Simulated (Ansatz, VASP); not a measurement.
# Two plane-wave programs on In5Sb2As3

```
In Sb As
1.0
     8.31074    0.00000    0.15114
     0.00000    3.01164    0.00000
    -1.95034    0.00000   10.29756
In Sb As
5 2 3
Direct
  0.79265 0.40456 0.69033
  0.63077 0.97228 0.91208
  0.36923 0.97228 0.08792
  0.20735 0.40456 0.30967
  0.00000 0.88482 0.50000
  0.30547 0.08321 0.70600
  0.69453 0.08321 0.29400
  0.50000 0.18546 0.50000
  0.08264 0.12981 0.89902
  0.91736 0.12981 0.10098
```

Alike in both runs: functional PBE; k mesh 6 × 12 × 4; occupations gaussian, width 0.1 eV; no spin polarisation.

Ansatz relaxed the structure, and its values are those at the end. VASP's run is a single point on that final structure, the one shown.

|  | VASP | Ansatz |
| --- | --- | --- |
| version | VASP 6.6.1 | Ansatz 0.2.0 |
| potentials or method | VASP PAW PBE potentials, release 64 (In_d, Sb, As), cutoff 520 eV | scalar-relativistic, plane waves, PAW |
| valence electrons in the cell | 90 | 140 |

|  | VASP | Ansatz | Ansatz less VASP |
| --- | --- | --- | --- |
| gap on the k mesh at the Fermi level (eV) | none | none | - |
| pressure (GPa) | 0.0 | 0.0 | +0.01 |

A gap of «none» marks a metal or a gap that the smearing closes. With one functional, cell and mesh, what is left measures potentials, basis and numerics. VASP's potentials hold 90 valence electrons a cell and Ansatz's 140, so a difference there can come from the potentials and not from the codes.

Spin-orbit coupling is off throughout.
